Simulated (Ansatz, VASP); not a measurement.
# Si in VASP and in Ansatz

File INCAR:

```
SYSTEM = Si
PREC = Accurate
ENCUT = 500
EDIFF = 1E-6
ISMEAR = 0
SIGMA = 0.02
LREAL = .FALSE.
LASPH = .TRUE.
NELM = 120
ALGO = Normal
ISIF = 2
LWAVE = .FALSE.
LCHARG = .FALSE.
GGA = PE
NBANDS = 11
GGA_COMPAT = .FALSE.
```

The input KPOINTS:

```
Automatic mesh
0
G
  8 8 8
  0 0 0
```

The input POSCAR:

```
Si
1.0
    0.0000000000      2.7349662038      2.7349662038
    2.7349662038      0.0000000000      2.7349662038
    2.7349662038      2.7349662038      0.0000000000
Si
2
Direct
    0.0000000000      0.0000000000      0.0000000000
    0.2500000000      0.2500000000      0.2500000000
```

Input for Ansatz:

```yaml
crystal:
  lattice:
    - [0.0, 2.7349662038, 2.7349662038]
    - [2.7349662038, 0.0, 2.7349662038]
    - [2.7349662038, 2.7349662038, 0.0]
  atoms:
    - { symbol: Si, position: [0.0, 0.0, 0.0] }
    - { symbol: Si, position: [0.25, 0.25, 0.25] }
basis:
  ecutwfc: 420
kpoints:
  mp_grid: { grid: [8, 8, 8] }
  band_path:
    path:
      - [[0.0, 0.0, 0.0], [0.5, 0.0, 0.5], [0.625, 0.25, 0.625]]
      - [[0.375, 0.375, 0.75], [0.0, 0.0, 0.0], [0.5, 0.5, 0.5], [0.5, 0.25, 0.75], [0.5, 0.0, 0.5]]
    npoints: 10
hamiltonian:
  xc: pbe
scf:
  occupations: { method: gaussian, width: 0.02 }
  n_extra_bands: 7
output:
  forces: true
  stress: true
  eigenvalues: true
```

Alike in both runs: task single point; functional PBE; k mesh 8 × 8 × 8; occupations gaussian, width 0.02 eV; no spin polarisation.

|  | VASP | Ansatz |
| --- | --- | --- |
| version | VASP 6.6.1 | Ansatz 0.2.0 |
| potentials or method | VASP PAW PBE potentials, release 64 (Si), cutoff 500 eV | scalar-relativistic, plane waves, PAW |
| valence electrons in the cell | 8 | 8 |

```tsv
	VASP	Ansatz	Ansatz less VASP
gap on the k mesh at the Fermi level (eV)	0.65	0.65	-0.003
least direct gap on the mesh (eV)	2.56	2.55	-0.005
pressure (GPa)	-0.1	0.0	+0.08
```
